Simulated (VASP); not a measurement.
# ScHg (Pm-3m) in VASP: further runs

ScHg is run at these levels: LDA; tasks: single point, relaxation of cell and atoms.

Program: VASP 6.6.1. These are calculated values, not measurements. Logs are shortened: lines on timing, memory, paths and dates and some standing lists are left out, and cuts for length are marked.

## Step 1: The cell of the first run

The structure is cubic, space group Pm-3m (No. 221). The conventional cell has a = 3.426 Å, b = 3.426 Å, c = 3.426 Å, α = 90.00°, β = 90.00°, γ = 90.00°. Within 3.9 Å of Sc (site symmetry m-3m) lie 8 Hg at 2.97 Å and 6 Sc at 3.43 Å. Hg (site symmetry m-3m) has 8 Sc at 2.97 Å and 6 Hg at 3.43 Å within 3.9 Å.

## Step 2: Single point, LDA

Contents of INCAR:

```
  PREC = Accurate
  ENCUT = 520
  EDIFF = 1E-6
  ISMEAR = -1
  SIGMA = 0.05
  LREAL = False
  LASPH = True
  NELM = 80
  ALGO = Normal
  ISIF = 2
  LWAVE = False
  LCHARG = False
  GGA = CA
  NBANDS = 18
```

Contents of KPOINTS:

```
regular mesh
0
Gamma
  10 10 10
```

Contents of POSCAR:

```
ScHg
1.0
    3.4260503467      0.0000000000      0.0000000000
    0.0000000000      3.4260503467      0.0000000000
    0.0000000000      0.0000000000      3.4260503467
Sc Hg
1 1
Direct
    0.5000000000      0.5000000000      0.5000000000
    0.0000000000      0.0000000000      0.0000000000
```

Potentials or basis: VASP PAW LDA potentials, release 64 (Sc_sv, Hg).

On the command line:

```
$ cat potpaw_LDA.64/Sc_sv/POTCAR potpaw_LDA.64/Hg/POTCAR > POTCAR
$ mpirun -np 1 vasp_std > vasp.out
```

OUTCAR:

```text
PREC = Accurate
   ENCUT = 520
   EDIFF = 1E-6
   ISMEAR = -1
   LREAL = False
   LASPH = True
   NELM = 80
   ISIF = 2
   GGA = CA

 ion  position               nearest neighbor table
   1  0.500  0.500  0.500-   2 2.97   2 2.97   2 2.97   2 2.97   2 2.97   2 2.97   2 2.97   2 2.97

   2  0.000  0.000  0.000-   1 2.97   1 2.97   1 2.97   1 2.97   1 2.97   1 2.97   1 2.97   1 2.97

  LATTYP: Found a simple cubic cell.
 ALAT       =     3.4260503467

  Lattice vectors:

 A1 = (   3.4260503467,   0.0000000000,   0.0000000000)
 A2 = (   0.0000000000,   3.4260503467,   0.0000000000)
 A3 = (   0.0000000000,   0.0000000000,   3.4260503467)

Analysis of symmetry for initial positions (statically):
=====================================================================
 Subroutine PRICEL returns:
 Original cell was already a primitive cell.

 Routine SETGRP: Setting up the symmetry group for a
 simple cubic supercell.

 Subroutine GETGRP returns: Found 48 space group operations
 (whereof 48 operations were pure point group operations)
 out of a pool of 48 trial point group operations.

The static configuration has the point symmetry O_h .

Analysis of symmetry for dynamics (positions and initial velocities):
=====================================================================
 Subroutine PRICEL returns:
 Original cell was already a primitive cell.

 Routine SETGRP: Setting up the symmetry group for a
 simple cubic supercell.

 Subroutine GETGRP returns: Found 48 space group operations
 (whereof 48 operations were pure point group operations)
 out of a pool of 48 trial point group operations.

The dynamic configuration has the point symmetry O_h .

 Subroutine INISYM returns: Found 48 space group operations
 (whereof 48 operations are pure point group operations),
 and found     1 'primitive' translations

----------------------------------------------------------------------------------------

                                     Primitive cell

  volume of cell :      40.2144

  direct lattice vectors                    reciprocal lattice vectors
     3.426050347  0.000000000  0.000000000     0.291881292  0.000000000  0.000000000
     0.000000000  3.426050347  0.000000000     0.000000000  0.291881292  0.000000000
     0.000000000  0.000000000  3.426050347     0.000000000  0.000000000  0.291881292

  length of vectors
     3.426050347  3.426050347  3.426050347     0.291881292  0.291881292  0.291881292

  position of ions in fractional coordinates (direct lattice)
     0.500000000  0.500000000  0.500000000
     0.000000000  0.000000000  0.000000000

  ion indices of the primitive-cell ions
   primitive index   ion index
                 1           1
                 2           2

----------------------------------------------------------------------------------------

 KPOINTS: regular mesh

Automatic generation of k-mesh.
 Grid dimensions read from file:
 generate k-points for:   10   10   10

 Generating k-lattice:

  Cartesian coordinates                     Fractional coordinates (reciprocal lattice)
     0.029188129  0.000000000  0.000000000     0.100000000  0.000000000  0.000000000
     0.000000000  0.029188129  0.000000000     0.000000000  0.100000000  0.000000000
     0.000000000  0.000000000  0.029188129     0.000000000  0.000000000  0.100000000

  Length of vectors
     0.029188129  0.029188129  0.029188129

  Shift w.r.t. Gamma in fractional coordinates (k-lattice)
     0.000000000  0.000000000  0.000000000

 Subroutine IBZKPT returns following result:
 ===========================================

 Found     56 irreducible k-points:

 Following reciprocal coordinates:
            Coordinates               Weight
  0.000000  0.000000  0.000000      1.000000
  0.100000  0.000000  0.000000      6.000000
  0.200000  0.000000  0.000000      6.000000
  0.300000  0.000000  0.000000      6.000000
  0.400000  0.000000  0.000000      6.000000
  0.500000  0.000000  0.000000      3.000000
[... 16 lines left out ...]
  0.200000  0.100000  0.100000     24.000000
  0.300000  0.100000  0.100000     24.000000
 [... further k-points ...]
   k-points           NKPTS =     56   k-points in BZ     NKDIM =     56   number of bands    NBANDS=     18
   number of dos      NEDOS =    301   number of ions     NIONS =      2
   total plane-waves  NPLWV =  21952
   dimension x,y,z NGX =    28 NGY =   28 NGZ =   28
   dimension x,y,z NGXF=    56 NGYF=   56 NGZF=   56
   ions per type =               1   1
   NGX,Y,Z   is equivalent  to a cutoff of  13.59, 13.59, 13.59 a.u.
   NGXF,Y,Z  is equivalent  to a cutoff of  27.17, 27.17, 27.17 a.u.
 SYSTEM =  unknown system
   PREC   = accura    normal or accurate (medium, high low for compatibility)
   ISTART =      0    job   : 0-new  1-cont  2-samecut
   ICHARG =      2    charge: 1-file 2-atom 10-const
   ISPIN  =      1    spin polarized calculation?
   LNONCOLLINEAR =      F non collinear calculations
   LSORBIT =      F    spin-orbit coupling
   LASPH  =      T    aspherical Exc in radial PAW
   ENCUT  =  520.0 eV  38.22 Ry    6.18 a.u.   6.37  6.37  6.37*2*pi/ulx,y,z
   NELM   =     80;   NELMIN=  2; NELMDL= -5     # of ELM steps
   EDIFF  = 0.1E-05   stopping-criterion for ELM
   LREAL  =      F    real-space projection
   EDIFFG = 0.1E-04   stopping-criterion for IOM
   NSW    =      0    number of steps for IOM
   IBRION =     -1    ionic relax: 0-MD 1-quasi-New 2-CG
   NFREE  =      0    steps in history (QN), initial steepest desc. (CG)
   ISIF   =      2    stress and relaxation
   ISYM   =      2    0-nonsym 1-usesym 2-fastsym
   POTIM  = 0.5000    time-step for ionic-motion
   TEBEG  =    0.0;   TEEND  =   0.0 temperature during run
   PSTRESS=    0.0 pullay stress
   NELECT =      23.0000    total number of electrons
   NUPDOWN=      -1.0000    fix difference up-down
   EMIN   =  10.00;   EMAX   =-10.00  energy-range for DOS
   EFERMI =   0.00;   METHOD = LEGACY
   ISMEAR =    -1;   SIGMA  =   0.05  broadening in eV -4-tet -1-fermi 0-gaus
   EFERMI_NEDOS =   21; number of points for ismear=-14 and -15
   IALGO  =     38    algorithm
   IMIX   =      4    mixing-type and parameters
     AMIX     =   0.40;   BMIX     =  1.00
     AMIX_MAG =   1.60;   BMIX_MAG =  1.00
  volume/ion in A,a.u.               =      20.11       135.69
  Fermi-wavevector in a.u.,A,eV,Ry     =   1.358909  2.567966 25.124976  1.846634
  Thomas-Fermi vector in A             =   2.485702
   LORBIT       =      0    0 simple, 1 ext, 2 COOP (PROOUT), +10 PAW based schemes
   GGA     = CA    functional components
   LHFCALC =     F    Hartree Fock is set to
   AEXX    =    0.0000 exact exchange contribution
   IVDW    =     0    specifies the selected vdW correction
   LEPSILON=     F    determine dielectric tensor
   LRPA    =     F    only Hartree local field effects (RPA)
 non-spin polarized calculation
  energy-cutoff  :      520.00
  volume of cell :       40.21
 maximum number of plane-waves:      1108
 NGX is ok and might be reduce to    28
   NGX = 13   NGY = 13   NGZ = 13

 number of electron      22.9999995 magnetization

 Free energy of the ion-electron system (eV)
  ---------------------------------------------------
  ext. energy  EPLUGINS =         0.00000000
  ---------------------------------------------------
  free energy    TOTEN  =        -8.85653023 eV

  energy without entropy =       -8.83533603  energy(sigma->0) =       -8.84593313

 E-fermi :   4.7462     XC(G=0): -11.5493

 val. band max:        4.7146747056   @ k =   0.2000   0.2000   0.1000
 cond. band min:       4.7686158325   @ k =   0.5000   0.1000   0.0000
 fundamental gap:      0.0539411269
 Fermi energy:         4.7462334849

 k-point     1 :       0.0000    0.0000    0.0000
  band No.  band energies     occupation
      1     -44.6086      2.00000
      2     -23.5234      2.00000
      3     -23.5234      2.00000
      4     -23.5234      2.00000
      5      -4.1274      2.00000
      6      -3.4896      2.00000
[... 10 lines left out ...]
     17       9.8909      0.00000
     18       9.8909      0.00000

 k-point     2 :       0.1000    0.0000    0.0000
  band No.  band energies     occupation
      1     -44.6074      2.00000
      2     -23.5386      2.00000
      3     -23.5225      2.00000
      4     -23.5225      2.00000
      5      -3.9781      2.00000
      6      -3.4694      2.00000
[... 10 lines left out ...]
     17      10.3872      0.00000
     18      10.3872      0.00000

 k-point     3 :       0.2000    0.0000    0.0000
  band No.  band energies     occupation
      1     -44.6042      2.00000
      2     -23.5782      2.00000
      3     -23.5201      2.00000
      4     -23.5201      2.00000
      5      -3.6303      2.00000
      6      -3.4159      2.00000
[... 10 lines left out ...]
     17      11.5020      0.00000
     18      11.5020      0.00000

 k-point     4 :       0.3000    0.0000    0.0000
  band No.  band energies     occupation
      1     -44.6002      2.00000
      2     -23.6266      2.00000
      3     -23.5171      2.00000
      4     -23.5171      2.00000
      5      -3.3677      2.00000
      6      -3.3480      2.00000
[... 10 lines left out ...]
     17      12.8987      0.00000
     18      12.8987      0.00000

 k-point     5 :       0.4000    0.0000    0.0000
  band No.  band energies     occupation
      1     -44.5970      2.00000
      2     -23.6655      2.00000
      3     -23.5147      2.00000
      4     -23.5147      2.00000
      5      -3.2915      2.00000
      6      -3.2195      2.00000
[... 10 lines left out ...]
     17      14.4239      0.00000
     18      14.4240      0.00000

 k-point     6 :       0.5000    0.0000    0.0000
  band No.  band energies     occupation
      1     -44.5958      2.00000
      2     -23.6803      2.00000
      3     -23.5138      2.00000
      4     -23.5138      2.00000
      5      -3.2695      2.00000
      6      -3.1678      2.00000
[... 10 lines left out ...]
     17      15.2754      0.00000
     18      15.5147      0.00000

 k-point     7 :       0.1000    0.1000    0.0000
  band No.  band energies     occupation
      1     -44.6062      2.00000
      2     -23.5392      2.00000
      3     -23.5359      2.00000
      4     -23.5215      2.00000
      5      -3.8329      2.00000
      6      -3.4209      2.00000
[... 10 lines left out ...]
     17       9.6274      0.00000
     18      10.7785      0.00000

 k-point     8 :       0.2000    0.1000    0.0000
  band No.  band energies     occupation
      1     -44.6030      2.00000
      2     -23.5768      2.00000
      3     -23.5345      2.00000
      4     -23.5190      2.00000
      5      -3.5260      2.00000
      6      -3.3482      2.00000
[... 10 lines left out ...]
     17      10.6052      0.00000
     18      11.7478      0.00000
[... 229 lines left out ...]
     17       9.4954      0.00000
     18      11.5873      0.00000

 k-point    20 :       0.5000    0.4000    0.0000
  band No.  band energies     occupation
      1     -44.5855      2.00000
      2     -23.6549      2.00000
      3     -23.6391      2.00000
      4     -23.4992      2.00000
      5      -3.4754      2.00000
      6      -3.3092      2.00000
[... 10 lines left out ...]
     17       9.4732      0.00000
     18      11.1447      0.00000

 k-point    21 :       0.5000    0.5000    0.0000
  band No.  band energies     occupation
      1     -44.5844      2.00000
      2     -23.6522      2.00000
      3     -23.6522      2.00000
      4     -23.4977      2.00000
      5      -3.5322      2.00000
      6      -3.3181      2.00000
[... 10 lines left out ...]
     17       9.2515      0.00000
     18      10.8312      0.00000

 k-point    22 :       0.1000    0.1000    0.1000
  band No.  band energies     occupation
      1     -44.6050      2.00000
      2     -23.5393      2.00000
      3     -23.5350      2.00000
      4     -23.5350      2.00000
      5      -3.6851      2.00000
      6      -3.3598      2.00000
[... 10 lines left out ...]
     17      10.0612      0.00000
     18      10.0612      0.00000

 k-point    23 :       0.2000    0.1000    0.1000
  band No.  band energies     occupation
      1     -44.6019      2.00000
      2     -23.5754      2.00000
      3     -23.5341      2.00000
      4     -23.5325      2.00000
      5      -3.3936      2.00000
      6      -3.3134      2.00000
[... 10 lines left out ...]
     17      10.6135      0.00000
     18      11.0868      0.00000

 k-point    24 :       0.3000    0.1000    0.1000
  band No.  band energies     occupation
      1     -44.5980      2.00000
      2     -23.6227      2.00000
      3     -23.5300      2.00000
      4     -23.5294      2.00000
      5      -3.2543      2.00000
      6      -3.2157      2.00000
[... 10 lines left out ...]
     17      11.5045      0.00000
     18      12.3020      0.00000

 [... further k-points ...]
[... 5 lines left out ...]
  --------------------------------------------------------------------------------------
  -------------------------------------------------------------------------------------
  Total        0.1335956      0.1335956      0.1335956      0.0000000      0.0000000     -0.0000000
  in kB        5.3225733      5.3225733      5.3225733      0.0000000      0.0000000     -0.0000000
  external PRESSURE =       5.3225733 kB  Pullay stress =       0.0000000 kB

 VOLUME and BASIS-vectors are now :
 -----------------------------------------------------------------------------
  energy-cutoff  :      520.00
  volume of cell :       40.21
      direct lattice vectors                 reciprocal lattice vectors
     3.426050347  0.000000000  0.000000000     0.291881292  0.000000000  0.000000000
     0.000000000  3.426050347  0.000000000     0.000000000  0.291881292  0.000000000
     0.000000000  0.000000000  3.426050347     0.000000000  0.000000000  0.291881292

 POSITION                                       TOTAL-FORCE (eV/Angst)
 -----------------------------------------------------------------------------------
      1.71303      1.71303      1.71303         0.000000      0.000000      0.000000
      0.00000      0.00000      0.00000         0.000000      0.000000      0.000000
 -----------------------------------------------------------------------------------
    total drift:                                0.000000      0.000000      0.000000

  FREE ENERGIE OF THE ION-ELECTRON SYSTEM (eV)
  ---------------------------------------------------
  free  energy   TOTEN  =        -8.8565302341 eV

  energy  without entropy=       -8.8353360278  energy(sigma->0) =       -8.84593313
```

Wall time 24 s (1 thread of Intel Xeon Platinum 8259CL at 2.50GHz (Skylake/Cascade Lake), shared host); peak memory 0.17 GiB.

What came out:

```yaml
Free_energy: -8.8565 eV
Pressure: 0.5 GPa
```

Levels at points of the mesh, in eV from the Fermi level:
| k point | band 10 | band 11 | band 12 | band 13 | band 14 | band 15 |
| --- | --- | --- | --- | --- | --- | --- |
| (0.00, 0.00, 0.00) | -7.30 | 0.32 | 0.32 | 2.59 | 2.59 | 2.59 |
| (0.50, 0.00, 0.00) | -5.10 | -3.99 | -0.09 | 0.78 | 0.78 | 2.34 |
| (0.50, 0.50, 0.00) | -4.15 | -0.98 | -0.98 | 0.63 | 2.16 | 2.16 |
| (0.50, 0.50, 0.50) | -1.93 | -1.93 | -1.93 | -0.76 | 3.14 | 3.14 |

Caveat: spin-orbit coupling is left out, which moves the levels of the heavy elements.

(Part 1 of 2 ends here.)
